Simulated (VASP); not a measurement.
Runs of VASP 6.6.1 on CsH. The structure is that of space group P6_3/mmc (No. 194), or close to it. The cells are those of the table. 

```csv
cell,gap on the mesh (eV),pressure (GPa)
"a = 4.341, b = 4.341, c = 5.333 Å, angles 90.0, 90.0, 120.0°, 4 atoms",(a),10.3
"a = 4.025, b = 4.025, c = 5.027 Å, angles 90.0, 90.0, 120.0°, 4 atoms",1.44,(b)
"a = 4.620, b = 4.620, c = 5.609 Å, angles 90.0, 90.0, 120.0°, 4 atoms",2.62,5.1
"a = 5.219, b = 5.219, c = 6.216 Å, angles 90.0, 90.0, 120.0°, 4 atoms",2.99,0.0
```

Alike in all rows: task single point; level PBEsol; potentials or basis VASP PAW PBE potentials, release 64 (Cs_sv, H); no spin polarisation; k mesh 6 × 6 × 3; cutoff (eV) 520; smearing gaussian 0.02 eV.

Problem. Fill in the values left out.

Solution. (a) 2.29; (b) 21.0.

Caveats: the PAW data sets were made with another functional, which shifts forces and pressure a little; spin-orbit coupling is left out, which moves the levels of the heavy elements; an odd mesh through Γ misses points on the zone boundary, where band edges can lie; the cell stands under pressure (at least some runs).

A k mesh can miss the band edges, and the runs leave out spin-orbit coupling on Cs.
